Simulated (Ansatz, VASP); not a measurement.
# PtSeS4 in VASP and in Ansatz

```
Pt Se S
1.0
     0.00000    3.75684    3.75684
     3.75684    0.00000    3.75684
     3.75684    3.75684    0.00000
Pt Se S
1 1 4
Direct
  0.00000 0.00000 0.00000
  0.75000 0.75000 0.75000
  0.91596 0.36135 0.36135
  0.36135 0.36135 0.36135
  0.36135 0.91596 0.36135
  0.36135 0.36135 0.91596
```

Change from the starting cell: species swapped into the LuCdNi4 type (F-43m, No. 216).

Alike in both runs: functional PBE; k mesh 4 × 4 × 4; occupations gaussian, width 0.1 eV; no spin polarisation.

Ansatz relaxed the structure, and its values are those at the end. VASP's run is a single point on that final structure, the one shown.

|  | VASP | Ansatz |
| --- | --- | --- |
| version | VASP 6.6.1 | Ansatz 0.2.0 |
| potentials or method | VASP PAW PBE potentials, release 64 (Pt, Se, S), cutoff 520 eV | scalar-relativistic, plane waves, PAW |
| valence electrons in the cell | 40 | 58 |

|  | VASP | Ansatz | Ansatz less VASP |
| --- | --- | --- | --- |
| gap on the k mesh at the Fermi level (eV) | none | none | - |
| pressure (GPa) | -0.2 | 0.0 | +0.22 |
| rms of the force components (eV/Å) | 0.031 | 0.000 | -0.0307 |

A gap of «none» marks a metal or a gap that the smearing closes. VASP's potentials hold 40 valence electrons a cell and Ansatz's 58, so a difference there can come from the potentials and not from the codes.

The k mesh is coarse, so the values compare programs but aren't converged. Neither program's run includes spin-orbit coupling.
